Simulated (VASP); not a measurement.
Runs of VASP 6.6.1 on Ca2H3. The structure is that of space group P-3m1 (No. 164), or close to it. The cells are those of the table. 

```csv
task,cell,k mesh,cutoff (eV),gap on the mesh (eV),pressure (GPa),largest force (eV/Å)
relaxation of cell and atoms,"relaxed from a = 3.784, b = 3.784, c = 5.887 Å, angles 90.0, 90.0, 120.0°, 5 atoms",6 × 6 × 4,600,none,0.0,0.03
single point,"a = 3.778, b = 3.778, c = 5.864 Å, angles 90.0, 90.0, 120.0°, 5 atoms",6 × 6 × 4,520,none,0.0,0.01
single point,"a = 3.783, b = 3.783, c = 5.881 Å, angles 90.0, 90.0, 120.0°, 5 atoms",6 × 6 × 4,520,none,(a),0.03
single point,"a = 3.781, b = 3.781, c = 5.837 Å, angles 90.0, 90.0, 120.0°, 5 atoms",6 × 6 × 4,520,none,0.1,0.01
single point,"a = 3.778, b = 3.778, c = 5.864 Å, angles 90.0, 90.0, 120.0°, 5 atoms",12 × 12 × 6,520,none,0.1,0.01
single point,"a = 3.784, b = 3.784, c = 5.887 Å, angles 90.0, 90.0, 120.0°, 5 atoms",6 × 6 × 4,520,none,-0.6,0.53
```

Alike in all rows: level PBE; potentials or basis VASP PAW PBE potentials, release 64 (Ca_sv, H); no spin polarisation; smearing gaussian 0.1 eV.

Q: Estimate the missing entries.

A: (a) -0.2.

A gap of «none» marks levels without a gap at the run's occupations.
